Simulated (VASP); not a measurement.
Set up this calculation in VASP 6.6.1, as the native input.

* Task: single point
* Functional: PBEsol
* Potentials or basis: VASP PAW PBE potentials, release 64 (Mg)
* Cutoff: 520 eV
* k mesh: 12 × 12 × 7
* Occupations: fermi-dirac, width 0.08 eV
* Spin: no spin polarisation
* Dipole correction: no
* Further INCAR settings: ALGO = Normal; EDIFF = 1e-07; NBANDS = 9

The structure of Mg lies in POSCAR:

```
Mg
1.0
    3.2092715325      0.0000000000      0.0000000000
   -1.6046357662      2.7793106748      0.0000000000
    0.0000000000      0.0000000000      5.2103300000
Mg
2
Direct
    0.3333333333      0.6666666667      0.2500000000
    0.6666666667      0.3333333333      0.7500000000
```

These files were run (other wordings do the same):

INCAR

```
PREC = Accurate
ENCUT = 520
EDIFF = 1E-7
ISMEAR = -1
SIGMA = 0.08
LREAL = False
LASPH = True
NELM = 60
ALGO = Normal
ISIF = 2
LWAVE = False
LCHARG = False
GGA = PS
NBANDS = 9
```

KPOINTS

```
regular mesh
0
Gamma
  12 12 7
```

Potentials or basis: VASP PAW PBE potentials, release 64 (Mg).

Launch:

```console
$ cat potpaw_PBE.64/Mg/POTCAR > POTCAR
$ mpirun -np 1 vasp_std > vasp.out
```

It gave:

- Pressure: -1.2 GPa
- Band gap on the k mesh: zero (band 2 reaches 3.53 eV, above the bottom of band 3 at 1.29 eV)

Caveat: the PAW data sets were made with another functional, which shifts forces and pressure a little.

It took 9.5 s on 1 thread of Intel(R) Xeon(R) Platinum 8488C (Sapphire Rapids), on a shared host, peak memory 0.17 GiB.
